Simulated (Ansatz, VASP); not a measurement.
Two plane-wave programs on Ag

```xyz
8
Lattice="-3.2640 3.2640 3.2640 3.2640 -3.2640 3.2640 3.2640 3.2640 -3.2640" Properties=species:S:1:pos:R:3 pbc="T T T"
Ag   -0.1589    3.1051    0.1589
Ag    0.1589   -0.1589    3.1051
Ag    4.7371   -1.4731    1.4731
Ag   -1.4731    1.4731    4.7371
Ag    3.1051    0.1589   -0.1589
Ag    1.4731    4.7371   -1.4731
Ag    1.7908    1.7908    1.7908
Ag    0.1589    0.1589    0.1589
```

Alike in both runs: task relaxation of cell and atoms; functional PBE; k mesh 8 × 8 × 8; occupations gaussian, width 0.1 eV; no spin polarisation.

|  | VASP | Ansatz |
| --- | --- | --- |
| version | VASP 6.6.1 | Ansatz 0.2.0 |
| potentials or method | VASP PAW PBE potentials, release 64 (Ag), cutoff 600 eV | scalar-relativistic, plane waves, PAW |
| valence electrons in the cell | 88 | 152 |

VASP gave:

```
gap on the k mesh at the Fermi level, each at its own relaxed structure (eV) : none
relaxed volume (Å³/atom)                                                     : 18.04
relaxed length of the cell vector where the two differ most in proportion (Å)              : 5.724
```

**Question.** Which values does Ansatz return?

**Answer.** gap on the k mesh at the Fermi level, each at its own relaxed structure (eV): none; relaxed volume (Å³/atom): 18.07; relaxed length of the cell vector where the two differ most in proportion (Å): 5.727.

A gap of «none» marks a metal or a gap that the smearing closes. VASP's potentials hold 88 valence electrons a cell and Ansatz's 152, so a difference there can come from the potentials and not from the codes.
